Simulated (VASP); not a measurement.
Crystal: Ir.

```xyz
1
Lattice="0.0000 1.9270 1.9270 1.9270 0.0000 1.9270 1.9270 1.9270 0.0000" Properties=species:S:1:pos:R:3 pbc="T T T"
Ir    0.0000    0.0000    0.0000
```

Base run:

```yaml
Program: VASP 6.6.1
Functional: PBE
Potentials_or_basis: VASP PAW PBE potentials, release 64 (Ir)
Cutoff: 520 eV
k_mesh: 10 × 10 × 10
Occupations: gaussian, width 0.1 eV
Spin: no spin polarisation
```

Its results: pressure 5.3 GPa.

Task: The run is repeated on the same cell with these changes: cutoff from 520 eV to 500 eV; k mesh from 10 × 10 × 10 to 6 × 6 × 6. What comes out?

Result: Pressure 5.9 GPa.

Caveats: some runs use coarse meshes.
